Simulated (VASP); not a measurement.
# Pb in VASP: further runs

Pb is run at these levels: PBE; tasks: single point.

Program: VASP 6.6.1. These are calculated values, not measurements. Logs are shortened: lines on timing, memory, paths and dates and some standing lists are left out, and cuts for length are marked.

**1. The cell of the first run**

It takes space group P4/mmm (No. 123, tetragonal). The conventional cell has a = 4.715 Å, b = 4.715 Å, c = 8.050 Å, α = 90.00°, β = 90.00°, γ = 90.00°. Pb (site symmetry 2mm) has 7 Pb at 3.26 to 3.36 Å within 4.3 Å. Within 4.4 Å of Pb (site symmetry 4/mmm) lie 8 Pb at 3.36 Å.

**2. Single point, PBE**

File INCAR:

```
SYSTEM = Pb
  PREC = Accurate
  ENCUT = 520
  EDIFF = 1E-7
  ISMEAR = 0
  SIGMA = 0.1
  LREAL = .False.
  LASPH = .True.
  NELM = 100
  ALGO = Normal
  ISIF = 2
  LWAVE = .False.
  LCHARG = .True.
  GGA = PE
  LELF = .True.
  LVHAR = .True.
  NBANDS = 43
```

File KPOINTS:

```
Automatic mesh
0
Gamma
  8 8 6
  0 0 0
```

File POSCAR:

```
Pb
1.0
    4.7145243671      0.0000000000      0.0000000000
    0.0000000000      4.7145243671      0.0000000000
    0.0000000000      0.0000000000      8.0501979520
Pb
5
Direct
    0.5000000000      0.0000000000      0.2977615147
    0.0000000000      0.5000000000      0.7022384853
    0.0000000000      0.5000000000      0.2977615147
    0.5000000000      0.0000000000      0.7022384853
    0.0000000000      0.0000000000      0.0000000000
```

Potentials or basis: VASP PAW PBE potentials, release 64 (Pb_d).

Started as:

```sh
cat potpaw_PBE.64/Pb_d/POTCAR > POTCAR
mpirun -np 1 vasp_std > vasp.out
```

OUTCAR:

```text
SYSTEM = Pb
   PREC = Accurate
   ENCUT = 520
   EDIFF = 1E-7
   ISMEAR = 0
   LREAL = .False.
   LASPH = .True.
   NELM = 100
   ISIF = 2
   GGA = PE

 ion  position               nearest neighbor table
   1  0.500  0.000  0.298-   4 3.26   3 3.33   3 3.33   3 3.33   3 3.33   5 3.36   5 3.36
   2  0.000  0.500  0.702-   3 3.26   4 3.33   4 3.33   4 3.33   4 3.33   5 3.36   5 3.36
   3  0.000  0.500  0.298-   2 3.26   1 3.33   1 3.33   1 3.33   1 3.33   5 3.36   5 3.36
   4  0.500  0.000  0.702-   1 3.26   2 3.33   2 3.33   2 3.33   2 3.33   5 3.36   5 3.36
   5  0.000  0.000  0.000-   1 3.36   2 3.36   3 3.36   4 3.36   2 3.36   3 3.36   1 3.36   4 3.36

  LATTYP: Found a simple tetragonal cell.
 ALAT       =     4.7145243671
 C/A-ratio  =     1.7075313065

  Lattice vectors:

 A1 = (   4.7145243671,   0.0000000000,   0.0000000000)
 A2 = (   0.0000000000,   4.7145243671,   0.0000000000)
 A3 = (   0.0000000000,   0.0000000000,   8.0501979520)

Analysis of symmetry for initial positions (statically):
=====================================================================
 Subroutine PRICEL returns:
 Original cell was already a primitive cell.

 Routine SETGRP: Setting up the symmetry group for a
 simple tetragonal supercell.

 Subroutine GETGRP returns: Found 16 space group operations
 (whereof 16 operations were pure point group operations)
 out of a pool of 16 trial point group operations.

The static configuration has the point symmetry D_4h.

Analysis of symmetry for dynamics (positions and initial velocities):
=====================================================================
 Subroutine PRICEL returns:
 Original cell was already a primitive cell.

 Routine SETGRP: Setting up the symmetry group for a
 simple tetragonal supercell.

 Subroutine GETGRP returns: Found 16 space group operations
 (whereof 16 operations were pure point group operations)
 out of a pool of 16 trial point group operations.

The dynamic configuration has the point symmetry D_4h.

 Subroutine INISYM returns: Found 16 space group operations
 (whereof 16 operations are pure point group operations),
 and found     1 'primitive' translations

----------------------------------------------------------------------------------------

                                     Primitive cell

  volume of cell :     178.9297

  direct lattice vectors                    reciprocal lattice vectors
     4.714524367  0.000000000  0.000000000     0.212110474  0.000000000  0.000000000
     0.000000000  4.714524367  0.000000000     0.000000000  0.212110474  0.000000000
     0.000000000  0.000000000  8.050197952     0.000000000  0.000000000  0.124220548

  length of vectors
     4.714524367  4.714524367  8.050197952     0.212110474  0.212110474  0.124220548

  position of ions in fractional coordinates (direct lattice)
     0.500000000  0.000000000  0.297761515
     0.000000000  0.500000000  0.702238485
     0.000000000  0.500000000  0.297761515
     0.500000000  0.000000000  0.702238485
     0.000000000  0.000000000  0.000000000

  ion indices of the primitive-cell ions
   primitive index   ion index
                 1           1
                 2           2
                 3           3
                 4           4
                 5           5

----------------------------------------------------------------------------------------

 KPOINTS: Automatic mesh

Automatic generation of k-mesh.
 Grid dimensions read from file:
 generate k-points for:    8    8    6

 Generating k-lattice:

  Cartesian coordinates                     Fractional coordinates (reciprocal lattice)
     0.026513809  0.000000000  0.000000000     0.125000000  0.000000000  0.000000000
     0.000000000  0.026513809  0.000000000     0.000000000  0.125000000  0.000000000
     0.000000000  0.000000000  0.020703425     0.000000000  0.000000000  0.166666667

  Length of vectors
     0.026513809  0.026513809  0.020703425

  Shift w.r.t. Gamma in fractional coordinates (k-lattice)
     0.000000000  0.000000000  0.000000000

 Subroutine IBZKPT returns following result:
 ===========================================

 Found     60 irreducible k-points:

 Following reciprocal coordinates:
            Coordinates               Weight
  0.000000  0.000000  0.000000      1.000000
  0.125000  0.000000  0.000000      4.000000
  0.250000  0.000000  0.000000      4.000000
  0.375000  0.000000  0.000000      4.000000
  0.500000  0.000000  0.000000      2.000000
  0.125000  0.125000  0.000000      4.000000
[... 16 lines left out ...]
  0.375000  0.125000  0.166667     16.000000
  0.500000  0.125000  0.166667      8.000000
 [... further k-points ...]
   k-points           NKPTS =     60   k-points in BZ     NKDIM =     60   number of bands    NBANDS=     43
   number of dos      NEDOS =    301   number of ions     NIONS =      5
   total plane-waves  NPLWV =  77760
   dimension x,y,z NGX =    36 NGY =   36 NGZ =   60
   dimension x,y,z NGXF=    72 NGYF=   72 NGZF=  120
   ions per type =               5
   NGX,Y,Z   is equivalent  to a cutoff of  12.69, 12.69, 12.39 a.u.
   NGXF,Y,Z  is equivalent  to a cutoff of  25.39, 25.39, 24.78 a.u.
 SYSTEM =  Pb
   PREC   = accura    normal or accurate (medium, high low for compatibility)
   ISTART =      0    job   : 0-new  1-cont  2-samecut
   ICHARG =      2    charge: 1-file 2-atom 10-const
   ISPIN  =      1    spin polarized calculation?
   LNONCOLLINEAR =      F non collinear calculations
   LSORBIT =      F    spin-orbit coupling
   LASPH  =      T    aspherical Exc in radial PAW
   ENCUT  =  520.0 eV  38.22 Ry    6.18 a.u.   8.77  8.77 14.97*2*pi/ulx,y,z
   NELM   =    100;   NELMIN=  2; NELMDL= -5     # of ELM steps
   EDIFF  = 0.1E-06   stopping-criterion for ELM
   LREAL  =      F    real-space projection
   EDIFFG = 0.1E-05   stopping-criterion for IOM
   NSW    =      0    number of steps for IOM
   IBRION =     -1    ionic relax: 0-MD 1-quasi-New 2-CG
   NFREE  =      0    steps in history (QN), initial steepest desc. (CG)
   ISIF   =      2    stress and relaxation
   ISYM   =      2    0-nonsym 1-usesym 2-fastsym
   POTIM  = 0.5000    time-step for ionic-motion
   TEBEG  =    0.0;   TEEND  =   0.0 temperature during run
   PSTRESS=    0.0 pullay stress
   NELECT =      70.0000    total number of electrons
   NUPDOWN=      -1.0000    fix difference up-down
   EMIN   =  10.00;   EMAX   =-10.00  energy-range for DOS
   EFERMI =   0.00;   METHOD = LEGACY
   ISMEAR =     0;   SIGMA  =   0.10  broadening in eV -4-tet -1-fermi 0-gaus
   EFERMI_NEDOS =   21; number of points for ismear=-14 and -15
   IALGO  =     38    algorithm
   IMIX   =      4    mixing-type and parameters
     AMIX     =   0.40;   BMIX     =  1.00
     AMIX_MAG =   1.60;   BMIX_MAG =  1.00
  volume/ion in A,a.u.               =      35.79       241.50
  Fermi-wavevector in a.u.,A,eV,Ry     =   1.197329  2.262623 19.505259  1.433596
  Thomas-Fermi vector in A             =   2.333246
   LORBIT       =      0    0 simple, 1 ext, 2 COOP (PROOUT), +10 PAW based schemes
   GGA     = PE    functional components
   LHFCALC =     F    Hartree Fock is set to
   AEXX    =    0.0000 exact exchange contribution
   IVDW    =     0    specifies the selected vdW correction
   LEPSILON=     F    determine dielectric tensor
   LRPA    =     F    only Hartree local field effects (RPA)
 non-spin polarized calculation
 Gauss-broadening in eV      SIGMA  =   0.10
  energy-cutoff  :      520.00
  volume of cell :      178.93
 maximum number of plane-waves:      4858
 NGX is ok and might be reduce to    36
   NGX = 17   NGY = 17   NGZ = 29

 number of electron      69.9999983 magnetization

 Free energy of the ion-electron system (eV)
  ---------------------------------------------------
  ext. energy  EPLUGINS =         0.00000000
  ---------------------------------------------------
  free energy    TOTEN  =       -17.08808352 eV

  energy without entropy =      -17.07640593  energy(sigma->0) =      -17.08224473

 E-fermi :   5.3713     XC(G=0):  -9.2536

 val. band max:        5.3497633956   @ k =   0.1250   0.1250   0.3333
 cond. band min:       5.3760787187   @ k =   0.5000   0.0000   0.1667
 fundamental gap:      0.0263153231
 Fermi energy:         5.3712862555

 k-point     1 :       0.0000    0.0000    0.0000
  band No.  band energies     occupation
      1     -11.7471      2.00000
      2     -11.7248      2.00000
      3     -11.7039      2.00000
      4     -11.6255      2.00000
      5     -11.6228      2.00000
      6     -11.6228      2.00000
[... 35 lines left out ...]
     42      10.1410      0.00000
     43      10.1412      0.00000

 k-point     2 :       0.1250    0.0000    0.0000
  band No.  band energies     occupation
      1     -11.7270      2.00000
      2     -11.7065      2.00000
      3     -11.6944      2.00000
      4     -11.6189      2.00000
      5     -11.6150      2.00000
      6     -11.6143      2.00000
[... 35 lines left out ...]
     42       9.4766      0.00000
     43       9.6379      0.00000

 k-point     3 :       0.2500    0.0000    0.0000
  band No.  band energies     occupation
      1     -11.6698      2.00000
      2     -11.6688      2.00000
      3     -11.6585      2.00000
      4     -11.6042      2.00000
      5     -11.5915      2.00000
      6     -11.5899      2.00000
[... 35 lines left out ...]
     42       8.9839      0.00000
     43       9.4918      0.00000

 k-point     4 :       0.3750    0.0000    0.0000
  band No.  band energies     occupation
      1     -11.6427      2.00000
      2     -11.6228      2.00000
      3     -11.5858      2.00000
      4     -11.5800      2.00000
      5     -11.5574      2.00000
      6     -11.5470      2.00000
[... 863 lines left out ...]
     42       9.7541      0.00000
     43      10.2324      0.00000

 k-point    23 :       0.3750    0.1250    0.1667
  band No.  band energies     occupation
      1     -11.6561      2.00000
      2     -11.6290      2.00000
      3     -11.5919      2.00000
      4     -11.5718      2.00000
      5     -11.5648      2.00000
      6     -11.5454      2.00000
[... 35 lines left out ...]
     42       9.3673      0.00000
     43       9.8724      0.00000

 k-point    24 :       0.5000    0.1250    0.1667
  band No.  band energies     occupation
      1     -11.6304      2.00000
      2     -11.6196      2.00000
      3     -11.6051      2.00000
      4     -11.5489      2.00000
      5     -11.5367      2.00000
      6     -11.5200      2.00000
[... 35 lines left out ...]
     42       9.0656      0.00000
     43       9.4542      0.00000

 [... further k-points ...]
[... 5 lines left out ...]
  --------------------------------------------------------------------------------------
  -------------------------------------------------------------------------------------
  Total       -0.0680237     -0.0680237     -0.0648438      0.0000000      0.0000000      0.0000000
  in kB       -0.6090995     -0.6090995     -0.5806263      0.0000000      0.0000000      0.0000000
  external PRESSURE =      -0.5996084 kB  Pullay stress =       0.0000000 kB

 VOLUME and BASIS-vectors are now :
 -----------------------------------------------------------------------------
  energy-cutoff  :      520.00
  volume of cell :      178.93
      direct lattice vectors                 reciprocal lattice vectors
     4.714524367  0.000000000  0.000000000     0.212110474  0.000000000  0.000000000
     0.000000000  4.714524367  0.000000000     0.000000000  0.212110474  0.000000000
     0.000000000  0.000000000  8.050197952     0.000000000  0.000000000  0.124220548

 POSITION                                       TOTAL-FORCE (eV/Angst)
 -----------------------------------------------------------------------------------
      2.35726      0.00000      2.39704         0.000000      0.000000     -0.001820
      0.00000      2.35726      5.65316        -0.000000      0.000000      0.001820
      0.00000      2.35726      2.39704         0.000000      0.000000     -0.001820
      2.35726      0.00000      5.65316         0.000000      0.000000      0.001820
      0.00000      0.00000      0.00000         0.000000      0.000000      0.000000
 -----------------------------------------------------------------------------------
    total drift:                                0.000000      0.000000      0.000000

  FREE ENERGIE OF THE ION-ELECTRON SYSTEM (eV)
  ---------------------------------------------------
  free  energy   TOTEN  =       -17.0880835202 eV

  energy  without entropy=      -17.0764059316  energy(sigma->0) =      -17.08224473
```

Wall time 6.3 min (1 thread of Intel Xeon 6975P-C (Granite Rapids), shared host); peak memory 0.46 GiB.

Results:

```yaml
Free_energy: -17.0881 eV
Pressure: -0.1 GPa
Band_gap_on_the_k_mesh: zero (band 35 reaches 6.04 eV, above the bottom of band 36 at 3.24 eV)
```

Caveat: spin-orbit coupling is left out, which moves the levels of the heavy elements.

**3. Single point, PBE**

This run uses another cell than the first one, of 35.65 Å³/atom, 0.996 times its volume.

File INCAR:

```
SYSTEM = Pb
ALGO = Normal
EDIFF = 1E-7
ENCUT = 520
GGA = PE
ISIF = 2
ISMEAR = 0
LASPH = .TRUE.
LCHARG = .FALSE.
LREAL = .FALSE.
LWAVE = .FALSE.
NBANDS = 43
NELM = 100
PREC = Accurate
SIGMA = 0.1
```

File KPOINTS:

```
k-points
0
G
  4 4 4
  0 0 0
```

File POSCAR:

```
Pb
1.0
    3.3519779069     -3.3438216513      0.0000000000
    3.3519779069      3.3438216513      0.0000000000
    0.0000000000      0.0000000000      7.9514313624
Pb
5
Direct
    0.5000000000      0.0000000000      0.2966256912
    0.0000000000      0.5000000000      0.7033743088
    0.0000000000      0.5000000000      0.2966256912
    0.5000000000      0.0000000000      0.7033743088
    0.0000000000      0.0000000000      0.0000000000
```

Potentials or basis: VASP PAW PBE potentials, release 64 (Pb_d).

Started as:

```sh
cat potpaw_PBE.64/Pb_d/POTCAR > POTCAR
mpirun -np 1 vasp_std > vasp.out
```

It took 99 s on 1 thread of Intel Xeon 6975P-C (Granite Rapids), shared host; peak memory 0.31 GiB.

Results (log left out):

```yaml
Free_energy: -17.0273 eV
Pressure: 0.0 GPa
Largest_force: 0.007 eV/Å
Band_gap_on_the_k_mesh: zero (band 35 reaches 6.05 eV, above the bottom of band 36 at 3.33 eV)
```

Forces on the atoms (eV/Å):
```
Pb   0.000  0.000  0.007
Pb   0.000  0.000 -0.007
Pb   0.000  0.000  0.007
Pb   0.000  0.000 -0.007
Pb   0.000  0.000  0.000
```

Stress tensor (GPa, compression positive):
```
-0.10  0.00  0.00
 0.00  0.03  0.00
 0.00  0.00  0.20
```

Levels at points of the mesh, in eV from the Fermi level:
```csv
k point,band 32,band 33,band 34,band 35,band 36,band 37,band 38,band 39
"(0.00, 0.00, 0.00)",-1.93,-0.94,-0.33,-0.30,0.13,0.80,2.03,2.04
"(0.50, 0.00, 0.00)",-0.48,-0.35,-0.03,0.65,0.75,1.43,1.72,1.97
"(0.50, 0.50, 0.00)",-3.24,-2.28,-2.27,-2.25,-2.01,3.12,3.83,3.85
"(0.00, 0.00, 0.50)",-1.33,-1.33,-1.32,-1.31,1.68,1.73,2.65,2.83
"(0.50, 0.00, 0.50)",-0.80,-0.50,-0.11,0.25,0.71,0.82,0.89,1.52
"(0.50, 0.50, 0.50)",-3.10,-2.25,-0.93,-0.41,-0.39,-0.15,-0.13,2.12
```

Caveat: spin-orbit coupling is left out, which moves the levels of the heavy elements.
